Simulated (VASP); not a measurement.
# W15S32 (a cell with a defect) in VASP: notebook

Runs on W15S32 (a cell with a defect). Level: PBE. Tasks: single point.

Program: VASP 6.6.1. These are calculated values, not measurements. Logs are shortened: lines on timing, memory, paths and dates and some standing lists are left out, and cuts for length are marked.

## Step 1: The cell of the first run

The cell holds a defect, 47 atoms: a = 10.491 Å, b = 10.491 Å, c = 10.491 Å, α = 74.85°, β = 74.85°, γ = 74.85°.

## Step 2: Single point, PBE (atoms taken out, then relaxed in part)

The input, INCAR:

```
ALGO     = Normal         # electronic algorithm
EDIFF    = 1E-6           # SCF threshold, eV
ENCUT    = 520            # plane-wave cutoff, eV
GGA      = PE             # functional
ISIF     = 2              # what is computed and relaxed
ISMEAR   = 0              # smearing method
KPAR     = 2            
LASPH    = T              # aspherical terms in the spheres
LCHARG   = T              # write CHGCAR
LREAL    = Auto         
LVHAR    = T            
LWAVE    = F              # write WAVECAR
NBANDS   = 230            # bands
NCORE    = 2            
NELECT   = 404.0        
NELM     = 60             # most SCF steps
PREC     = Accurate       # precision mode
SIGMA    = 0.01           # smearing width, eV
```

The input, KPOINTS:

```
k-points
0
Gamma
  2 2 2
```

The input, POSCAR:

```
W15S32
1.0
    0.0000000000      7.3617871071     -7.4744493696
    6.3754946520     -3.6808935536     -7.4744493696
   -6.3754946520     -3.6808935536     -7.4744493696
W S
15 32
Direct
    0.2521574826      1.0012702544      0.7445082283
    0.4993284959      0.7493284959      0.7493482857
    0.9945082283      0.5021574826      0.5012702544
    0.7512702544      0.5021574826      0.7445082283
    0.2521574826      0.2445082283      0.5012702544
    0.5015019167      0.9982384823      0.4982384823
    0.9993482857      0.7493284959      0.2493284959
    0.7482384823      0.7515019167      0.4982384823
    0.2489533197      0.4989533197      0.2500918054
    0.4993284959      0.2493482857      0.2493284959
    0.9945082283      1.0012702544      1.0021574826
    0.7482384823      0.9982384823      0.2515019167
    0.2489533197      0.7500918054      0.9989533197
    0.5000918054      0.4989533197      0.9989533197
    0.7512702544      0.2445082283      1.0021574826
    0.5951750260      0.8451750260      0.3451750260
    0.8448548681      0.5983179401      0.3446309714
    0.0952377035      0.3452377035      0.3501260325
    0.5946309714      0.0948548681      0.0983179401
    0.3483179401      0.0948548681      0.3446309714
    0.8448548681      0.8446309714      0.0983179401
    0.0962392856      0.5957636622      0.0957636622
    0.6001260325      0.3452377035      0.8452377035
    0.3457636622      0.3462392856      0.0957636622
    0.8432630821      0.0932630821      0.8527877362
    0.0952377035      0.8501260325      0.8452377035
    0.5946309714      0.5983179401      0.5948548681
    0.3457636622      0.5957636622      0.8462392856
    0.8432630821      0.3527877362      0.5932630821
    0.1027877362      0.0932630821      0.5932630821
    0.3483179401      0.8446309714      0.5948548681
    0.7368171038      0.9868171038      0.4868171038
    0.9849287336      0.7384111077      0.4847873355
    0.2334554508      0.4834554508      0.4884323715
    0.7347873355      0.2349287336      0.2384111077
    0.4884111077      0.2349287336      0.4847873355
    0.9849287336      0.9847873355      0.2384111077
    0.2363580972      0.7359406305      0.2359406305
    0.7384323715      0.4834554508      0.9834554508
    0.4859406305      0.4863580972      0.2359406305
    0.9823674607      0.2323674607      0.9917693697
    0.2334554508      0.9884323715      0.9834554508
    0.7347873355      0.7384111077      0.7349287336
    0.4859406305      0.7359406305      0.9863580972
    0.9823674607      0.4917693697      0.7323674607
    0.2417693697      0.2323674607      0.7323674607
    0.4884111077      0.9847873355      0.7349287336
```

Potentials or basis: VASP PAW PBE potentials, release 64 (W_sv, S).

Launch:

```console
$ cat potpaw_PBE.64/W_sv/POTCAR potpaw_PBE.64/S/POTCAR > POTCAR
$ mpirun -np 4 vasp_std > vasp.out
```

OUTCAR:

```text
EDIFF = 1E-6
   ENCUT = 520
   GGA = PE
   ISIF = 2
   ISMEAR = 0
   LASPH = T
   LREAL = Auto
   NELECT = 404.0
   NELM = 60
   PREC = Accurate

 ion  position               nearest neighbor table
   1  0.252  0.001  0.745-  30 2.37  46 2.37  31 2.42  47 2.42  26 2.43  42 2.43   5 3.10   6 3.16
                             2 3.18  13 3.22  11 3.29
   2  0.499  0.749  0.749-  31 2.41  27 2.41  43 2.41  47 2.41  44 2.42  28 2.42   1 3.18   4 3.18
                            14 3.19  13 3.19   6 3.19   8 3.19
   3  0.995  0.502  0.501-  29 2.37  45 2.37  17 2.42  33 2.42  18 2.43  34 2.43   4 3.10   8 3.16
                             7 3.18   9 3.22   5 3.29
   4  0.751  0.502  0.745-  29 2.37  45 2.37  27 2.42  43 2.42  23 2.43  39 2.43   3 3.10   8 3.16
                             2 3.18  14 3.22  15 3.29
   5  0.252  0.245  0.501-  30 2.37  46 2.37  20 2.42  36 2.42  18 2.43  34 2.43   1 3.10   6 3.16
                            10 3.18   9 3.22   3 3.29
   6  0.502  0.998  0.498-  16 2.41  32 2.41  36 2.42  47 2.42  31 2.42  20 2.42   8 3.15  12 3.15
                             1 3.16   5 3.16  10 3.19   2 3.19
   7  0.999  0.749  0.249-  17 2.41  21 2.41  33 2.41  37 2.41  38 2.42  22 2.42   3 3.18  11 3.18
                             9 3.19  13 3.19  12 3.19   8 3.19
   8  0.748  0.752  0.498-  16 2.41  32 2.41  33 2.42  43 2.42  27 2.42  17 2.42  12 3.15   6 3.15
                             4 3.16   3 3.16   2 3.19   7 3.19
   9  0.249  0.499  0.250-  22 2.42  24 2.42  40 2.42  38 2.42  18 2.43  34 2.43   7 3.19  10 3.19
[... 31 lines left out ...]
  34  0.233  0.483  0.488-   9 2.43   3 2.43   5 2.43
  35  0.735  0.235  0.238-  10 2.41  15 2.42  12 2.42
  36  0.488  0.235  0.485-  10 2.41   5 2.42   6 2.42
  37  0.985  0.985  0.238-   7 2.41  11 2.42  12 2.42
  38  0.236  0.736  0.236-   9 2.42  13 2.42   7 2.42
  39  0.738  0.483  0.983-  14 2.43   4 2.43  15 2.43
  40  0.486  0.486  0.236-   9 2.42  14 2.42  10 2.42
  41  0.982  0.232  0.992-  15 2.37  11 2.37
  42  0.233  0.988  0.983-  13 2.43  11 2.43   1 2.43
  43  0.735  0.738  0.735-   2 2.41   4 2.42   8 2.42
  44  0.486  0.736  0.986-  13 2.42  14 2.42   2 2.42
  45  0.982  0.492  0.732-   4 2.37   3 2.37
  46  0.242  0.232  0.732-   1 2.37   5 2.37
  47  0.488  0.985  0.735-   2 2.41   1 2.42   6 2.42

  LATTYP: Found a trigonal (rhomboedric) cell.
 ALAT       =    10.4911058897
 COS(alpha) =     0.2613899269

  Lattice vectors:

 A1 = (   0.0000000000,   7.3617871071,  -7.4744493696)
 A2 = (   6.3754946520,  -3.6808935536,  -7.4744493696)
 A3 = (  -6.3754946520,  -3.6808935536,  -7.4744493696)

Analysis of symmetry for initial positions (statically):
=====================================================================
 Subroutine PRICEL returns:
 Original cell was already a primitive cell.

 Routine SETGRP: Setting up the symmetry group for a
 trigonal (rhombohedral) supercell.

 Subroutine GETGRP returns: Found  6 space group operations
 (whereof  1 operations were pure point group operations)
 out of a pool of 12 trial point group operations.

The static configuration has the point symmetry C_1 .
 The point group associated with its full space group is C_3v.

Analysis of symmetry for dynamics (positions and initial velocities):
=====================================================================
 Subroutine PRICEL returns:
 Original cell was already a primitive cell.

 Routine SETGRP: Setting up the symmetry group for a
 trigonal (rhombohedral) supercell.

 Subroutine GETGRP returns: Found  6 space group operations
 (whereof  1 operations were pure point group operations)
 out of a pool of 12 trial point group operations.

The dynamic configuration has the point symmetry C_1 .
 The point group associated with its full space group is C_3v.

 Subroutine INISYM returns: Found  6 space group operations
 (whereof  1 operations are pure point group operations),
 and found     1 'primitive' translations

----------------------------------------------------------------------------------------

                                     Primitive cell

  volume of cell :    1052.4406

  direct lattice vectors                    reciprocal lattice vectors
[... 107 lines left out ...]

 KPOINTS: k-points

Automatic generation of k-mesh.
 Grid dimensions read from file:
 generate k-points for:    2    2    2

 Generating k-lattice:

  Cartesian coordinates                     Fractional coordinates (reciprocal lattice)
     0.000000000  0.045278861 -0.022298187     0.500000000 -0.000000000 -0.000000000
     0.039212644 -0.022639430 -0.022298187     0.000000000  0.500000000  0.000000000
    -0.039212644 -0.022639430 -0.022298187     0.000000000  0.000000000  0.500000000

  Length of vectors
     0.050471619  0.050471619  0.050471619

  Shift w.r.t. Gamma in fractional coordinates (k-lattice)
     0.000000000  0.000000000  0.000000000

 Subroutine IBZKPT returns following result:
 ===========================================

 Found      4 irreducible k-points:

 Following reciprocal coordinates:
            Coordinates               Weight
  0.000000  0.000000  0.000000      1.000000
  0.500000  0.000000  0.000000      3.000000
  0.500000  0.500000  0.000000      3.000000
  0.500000  0.500000  0.500000      1.000000
   k-points           NKPTS =      4   k-points in BZ     NKDIM =      4   number of bands    NBANDS=    230
   number of dos      NEDOS =    301   number of ions     NIONS =     47
   total plane-waves  NPLWV = 512000
   dimension x,y,z NGX =    80 NGY =   80 NGZ =   80
   dimension x,y,z NGXF=   160 NGYF=  160 NGZF=  160
   ions per type =              15  32
   NGX,Y,Z   is equivalent  to a cutoff of  12.68, 12.68, 12.68 a.u.
   NGXF,Y,Z  is equivalent  to a cutoff of  25.35, 25.35, 25.35 a.u.
 SYSTEM =  unknown system
   PREC   = accura    normal or accurate (medium, high low for compatibility)
   ISTART =      0    job   : 0-new  1-cont  2-samecut
   ICHARG =      2    charge: 1-file 2-atom 10-const
   ISPIN  =      1    spin polarized calculation?
   LNONCOLLINEAR =      F non collinear calculations
   LSORBIT =      F    spin-orbit coupling
   LASPH  =      T    aspherical Exc in radial PAW
   ENCUT  =  520.0 eV  38.22 Ry    6.18 a.u.  19.51 19.51 19.51*2*pi/ulx,y,z
   NELM   =     60;   NELMIN=  2; NELMDL= -5     # of ELM steps
   EDIFF  = 0.1E-05   stopping-criterion for ELM
   LREAL  =      T    real-space projection
   EDIFFG = 0.1E-04   stopping-criterion for IOM
   NSW    =      0    number of steps for IOM
   IBRION =     -1    ionic relax: 0-MD 1-quasi-New 2-CG
   NFREE  =      0    steps in history (QN), initial steepest desc. (CG)
   ISIF   =      2    stress and relaxation
   ISYM   =      2    0-nonsym 1-usesym 2-fastsym
   POTIM  = 0.5000    time-step for ionic-motion
   TEBEG  =    0.0;   TEEND  =   0.0 temperature during run
   PSTRESS=    0.0 pullay stress
   NELECT =     404.0000    total number of electrons
   NUPDOWN=      -1.0000    fix difference up-down
   EMIN   =  10.00;   EMAX   =-10.00  energy-range for DOS
   EFERMI =   0.00;   METHOD = LEGACY
   ISMEAR =     0;   SIGMA  =   0.01  broadening in eV -4-tet -1-fermi 0-gaus
   EFERMI_NEDOS =   21; number of points for ismear=-14 and -15
   IALGO  =     38    algorithm
   IMIX   =      4    mixing-type and parameters
     AMIX     =   0.40;   BMIX     =  1.00
     AMIX_MAG =   1.60;   BMIX_MAG =  1.00
  volume/ion in A,a.u.               =      22.39       151.11
  Fermi-wavevector in a.u.,A,eV,Ry     =   1.189788  2.248372 19.260331  1.415594
  Thomas-Fermi vector in A             =   2.325887
   LORBIT       =      0    0 simple, 1 ext, 2 COOP (PROOUT), +10 PAW based schemes
   GGA     = PE    functional components
   LHFCALC =     F    Hartree Fock is set to
   AEXX    =    0.0000 exact exchange contribution
   IVDW    =     0    specifies the selected vdW correction
   LEPSILON=     F    determine dielectric tensor
   LRPA    =     F    only Hartree local field effects (RPA)
 non-spin polarized calculation
 Gauss-broadening in eV      SIGMA  =   0.01
  energy-cutoff  :      520.00
  volume of cell :     1052.44
 maximum number of plane-waves:     28401
 NGX is ok and might be reduce to    80
   NGX = 39   NGY = 39   NGZ = 39

 number of electron     404.0000006 magnetization

 Free energy of the ion-electron system (eV)
  ---------------------------------------------------
  ext. energy  EPLUGINS =         0.00000000
  ---------------------------------------------------
  free energy    TOTEN  =      -349.82556192 eV

  energy without entropy =     -349.82201628  energy(sigma->0) =     -349.82378910

 E-fermi :   4.9171     XC(G=0):  -9.3699

 val. band max:        4.9125764785   @ k =   0.5000   0.5000   0.0000
 cond. band min:       4.9179473207   @ k =   0.0000   0.0000   0.0000
 fundamental gap:      0.0053708422
 Fermi energy:         4.9170576948

 k-point     1 :       0.0000    0.0000    0.0000
  band No.  band energies     occupation
      1     -69.8981      2.00000
      2     -69.8922      2.00000
      3     -69.8922      2.00000
      4     -69.8831      2.00000
      5     -69.8755      2.00000
      6     -69.8755      2.00000
[... 857 lines left out ...]
    213       6.6756      0.00000
    214       6.7136      0.00000
 [bands above 214 left out]

------------------------ aborting loop because EDIFF is reached ----------------------------------------

  FORCE on cell =-STRESS in cart. coord.  units (eV):
  Direction    XX          YY          ZZ          XY          YZ          ZX
  --------------------------------------------------------------------------------------
  -------------------------------------------------------------------------------------
  Total       27.1219892     27.1219892     18.9313066      0.0000000      0.0000000      0.0000000
  in kB       41.2890150     41.2890150     28.8199732      0.0000000      0.0000000      0.0000000
  external PRESSURE =      37.1326677 kB  Pullay stress =       0.0000000 kB

 VOLUME and BASIS-vectors are now :
 -----------------------------------------------------------------------------
  energy-cutoff  :      520.00
  volume of cell :     1052.44
      direct lattice vectors                 reciprocal lattice vectors
     0.000000000  7.361787107 -7.474449370     0.000000000  0.090557722 -0.044596373
     6.375494652 -3.680893554 -7.474449370     0.078425287 -0.045278861 -0.044596373
    -6.375494652 -3.680893554 -7.474449370    -0.078425287 -0.045278861 -0.044596373

 POSITION                                       TOTAL-FORCE (eV/Angst)
 -----------------------------------------------------------------------------------
     -4.73851     -0.88880     -7.45902         0.003560     -0.007901      0.001318
     -0.00013     -1.84052    -14.93399        -0.002269     -0.001310     -0.001530
      0.00566      3.62785    -14.93347        -0.008622      0.000867      0.001318
     -1.54511      0.94185    -14.93347        -0.005062      0.007034      0.001318
     -1.63698     -0.88880     -7.45902        -0.003560     -0.007901      0.001318
      3.18775     -1.81642    -14.93379        -0.000000      0.001290     -0.000874
[... 39 lines left out ...]
     -3.18775     -1.77123     -9.01796        -0.000000      0.000731      0.001494
      1.59297     -2.73451    -16.50453        -0.000167     -0.000081     -0.006192
 -----------------------------------------------------------------------------------
    total drift:                               -0.000000     -0.000000     -0.030078

  FREE ENERGIE OF THE ION-ELECTRON SYSTEM (eV)
  ---------------------------------------------------
  free  energy   TOTEN  =      -349.8255619217 eV

  energy  without entropy=     -349.8220162797  energy(sigma->0) =     -349.82378910
```

It took 17 min on 4 MPI ranks of Intel Xeon Platinum 8375C at 2.90GHz (Ice Lake), shared host; peak memory 0.75 GiB.

Results:

* Free energy: -349.8256 eV
* Largest force: 0.009 eV/Å

Forces in eV/Å, atoms in the order of the input:
```
W    0.004 -0.008  0.001
W   -0.002 -0.001 -0.002
W   -0.009  0.001  0.001
W   -0.005  0.007  0.001
W   -0.004 -0.008  0.001
W    0.000  0.001 -0.001
W    0.000  0.003 -0.002
W    0.001 -0.001 -0.001
W   -0.003 -0.001 -0.001
W    0.002 -0.001 -0.002
W    0.009  0.001  0.001
W   -0.001 -0.001 -0.001
W    0.003 -0.001 -0.001
W    0.000  0.003 -0.001
W    0.005  0.007  0.001
S    0.000  0.000  0.004
S    0.000  0.000  0.007
S    0.002  0.001  0.006
S    0.000  0.000  0.007
S    0.000  0.000  0.007
S    0.000  0.000  0.007
S    0.000  0.000  0.003
S    0.000 -0.002  0.006
S    0.000  0.000  0.003
S   -0.001 -0.001  0.000
S   -0.002  0.001  0.006
S    0.000  0.000  0.007
S    0.000  0.000  0.003
S    0.001 -0.001  0.000
S    0.000  0.001  0.000
S    0.000  0.000  0.007
S    0.000  0.000 -0.007
S    0.000  0.000 -0.006
S    0.004  0.002 -0.004
S    0.000  0.000 -0.006
S    0.000  0.000 -0.006
S    0.000  0.000 -0.006
S    0.000  0.000 -0.006
S    0.000 -0.004 -0.004
S    0.000  0.000 -0.006
S   -0.001  0.000  0.001
S   -0.004  0.002 -0.004
S    0.000  0.000 -0.006
S    0.000  0.000 -0.006
S    0.001  0.000  0.001
S    0.000  0.001  0.001
S    0.000  0.000 -0.006
```

Caveat: the cell carries a net charge on a neutralising background, which shifts energy and pressure; the cell differs from its parent crystal (atoms taken out, then relaxed in part); the cell is charged against a uniform background, so pressure and absolute levels hang on convention; spin-orbit coupling is left out, which moves the levels of the heavy elements.

(Continued in part 2 of 3.)
